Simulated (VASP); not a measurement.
A run of VASP 6.6.1 is set up as follows.

File INCAR:

```
SYSTEM = Rb2ZrBr6
PREC = Accurate
ENCUT = 520
EDIFF = 1E-6
ISMEAR = 0
SIGMA = 0.1
LREAL = .FALSE.
LASPH = .TRUE.
NELM = 60
ALGO = Fast
ISIF = 2
LWAVE = .FALSE.
LCHARG = .FALSE.
GGA = PE
NBANDS = 46
```

The input KPOINTS:

```
Automatic mesh
0
G
  4 4 2
  0 0 0
```

The input POSCAR:

```
Rb2ZrBr6
1.0
    5.4804193800      0.0000000000      0.0000000000
    0.0000000000      5.4804193800      0.0000000000
    0.0000000000      0.0000000000     10.9608387700
Rb Zr Br
2 1 6
Direct
    0.5000000000      0.5000000000      0.2500000000
    0.5000000000      0.5000000000      0.7500000000
    0.0000000000      0.0000000000      0.0000000000
    0.5000000000      0.0000000000      0.0000000000
    0.0000000000      0.5000000000      0.0000000000
    0.0000000000      0.0000000000      0.2444658900
    0.5000000000      0.0000000000      0.5000000000
    0.0000000000      0.5000000000      0.5000000000
    0.0000000000      0.0000000000      0.7555341100
```

Potentials or basis: VASP PAW PBE potentials, release 64 (Rb_sv, Zr_sv, Br).

The run is started by

```console
$ cat potpaw_PBE.64/Rb_sv/POTCAR potpaw_PBE.64/Zr_sv/POTCAR potpaw_PBE.64/Br/POTCAR > POTCAR
$ mpirun -np 1 vasp_std > vasp.out
```

(1) Estimate the pressure.

(2) Predict the largest force.

(3) What does it give for the band gap on the k mesh?

## Answers

(1) -1.4 GPa.

(2) 1.088 eV/Å.

(3) zero (bands 36 and 37 overlap by 0.39 eV).

Caveat: forces of over 1 eV/Å act on the atoms, so gaps and moduli don't describe the material at rest.
